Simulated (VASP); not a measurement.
Here is a VASP 6.6.1 calculation.

Contents of INCAR:

```
PREC = Accurate
ENCUT = 520
EDIFF = 1E-7
ISMEAR = 0
SIGMA = 0.05
LREAL = False
LASPH = True
NELM = 60
ALGO = Normal
ISIF = 2
LWAVE = False
LCHARG = True
GGA = PE
IVDW = 12
LELF = True
LVHAR = True
NBANDS = 49
```

Contents of KPOINTS:

```
regular mesh
0
Gamma
  10 10 2
```

Contents of POSCAR:

```
WS2
1.0
   -1.5785988150     -2.7342133524      0.0000000000
    1.5785988150     -2.7342133524      0.0000000000
    0.0000000000     -0.9114044508     18.1187268322
W S
3 6
Direct
    0.8611009930      0.8611009930      0.8333940419
    0.3055454375      0.3055454375      0.1667273752
    0.5833232152      0.5833232152      0.5000607086
    0.9021947250      0.9021947250      0.5868316502
    0.1799725027      0.1799725027      0.9201649835
    0.6244169472      0.6244169472      0.2534983168
    0.9311292820      0.9311292820      0.4132243079
    0.2089070598      0.2089070598      0.7465576413
    0.6533515042      0.6533515042      0.0798909746
```

Potentials or basis: VASP PAW PBE potentials, release 64 (W_sv, S).

Launch:

```sh
$ cat potpaw_PBE.64/W_sv/POTCAR potpaw_PBE.64/S/POTCAR > POTCAR
$ mpirun -np 1 vasp_std > vasp.out
```

Task: Predict the band gap on the k mesh.

Result: 0.94 eV, indirect (least direct gap 2.08 eV).

Task: What does it give for the dispersion energy per atom?

Result: -0.437 eV.

Task: Predict the pressure.

Result: 0.1 GPa.

Stress tensor (GPa, compression positive):
```
 0.20  0.00  0.00
 0.00 -0.20  0.00
 0.00  0.00  0.21
```

Caveat: spin-orbit coupling is left out, which moves the levels of the heavy elements. PBE gaps usually lie below the measured ones, often by a third to a half.
